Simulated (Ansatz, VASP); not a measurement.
## One calculation of YS, two programs

```
Y S
1.0
     0.00000    2.74365    2.68878
     2.74365    0.00000    2.68878
     2.74365    2.74365    0.00000
Y S
1 1
Direct
  0.50000 0.50000 0.50000
  0.00000 0.00000 0.00000
```

Change from the starting cell: zz strain of -2 %, crystal datasets.

Alike in both runs: task electric field gradients; functional LDA; k mesh 8 × 8 × 8; occupations fermi-dirac, width 0.01 eV; no spin polarisation.

|  | VASP | Ansatz |
| --- | --- | --- |
| version | VASP 6.6.1 | Ansatz 0.2.0 |
| potentials or method | VASP PAW LDA potentials, release 64 (Y_sv, S), cutoff 520 eV | all-electron PAW with datasets made for the crystal, scalar-relativistic |

|  | VASP | Ansatz | Ansatz less VASP |
| --- | --- | --- | --- |
| pressure (GPa) | -1.7 | -1.7 | -0.03 |
| traceless stress, the component that is largest in VASP (GPa) | 3.42 | 3.41 | -0.015 |
| size of Vzz on the site where it differs most (V/Å²) | 22.0 | 23.4 | +1.34 |

LDA's correlation is that of Perdew and Zunger in VASP and of Perdew and Wang (1992) in Ansatz. Ansatz ran all-electron here, and VASP with PAW potentials.
